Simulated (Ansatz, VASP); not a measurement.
## Cu in VASP and in Ansatz

File INCAR:

```
PREC = Accurate ; ENCUT = 520
EDIFF = 1E-6 ; ISMEAR = 0
SIGMA = 0.1 ; LREAL = False
LASPH = True ; NELM = 60
ALGO = Normal ; ISIF = 2
LWAVE = False ; LCHARG = False
GGA = PS ; NBANDS = 12
```

File KPOINTS:

```
Automatic mesh
0
Gamma
  30 30 30
```

POSCAR

```
Cu
1.0
    0.0000000000      1.7816373414      1.7816373414
    1.7816373414      0.0000000000      1.7816373414
    1.7816373414      1.7816373414      0.0000000000
Cu
1
Direct
    0.0000000000      0.0000000000      0.0000000000
```

Input for Ansatz:

```yaml
crystal:
  lattice:
    - [0.0, 1.7816373414, 1.7816373414]
    - [1.7816373414, 0.0, 1.7816373414]
    - [1.7816373414, 1.7816373414, 0.0]
  atoms:
    - { symbol: Cu, position: [0.0, 0.0, 0.0] }
basis:
  ecutwfc: 420
kpoints:
  mp_grid: { grid: [30, 30, 30] }
hamiltonian:
  xc: pbesol
  pseudopotentials: { kind: paw, azcp: { folder: soft_1 } }
scf:
  occupations: { method: gaussian, width: 0.1 }
output:
  forces: true
  stress: true
  eigenvalues: true
```

Alike in both runs: task single point; functional PBEsol; k mesh 30 × 30 × 30; occupations gaussian, width 0.1 eV; no spin polarisation.

|  | VASP | Ansatz |
| --- | --- | --- |
| version | VASP 6.6.1 | Ansatz 0.2.0 |
| potentials or method | VASP PAW PBE potentials, release 64 (Cu), cutoff 520 eV | scalar-relativistic, plane waves, PAW |
| valence electrons in the cell | 11 | 19 |

|  | VASP | Ansatz | Ansatz less VASP |
| --- | --- | --- | --- |
| gap on the k mesh at the Fermi level (eV) | none | none | - |
| pressure (GPa) | 0.7 | 0.0 | -0.77 |

VASP's potentials were made for PBE, not for PBEsol, and Ansatz warns of the same on its side. A gap of «none» marks a metal or a gap that the smearing closes. VASP's potentials hold 11 valence electrons a cell and Ansatz's 19, so a difference there can come from the potentials and not from the codes.
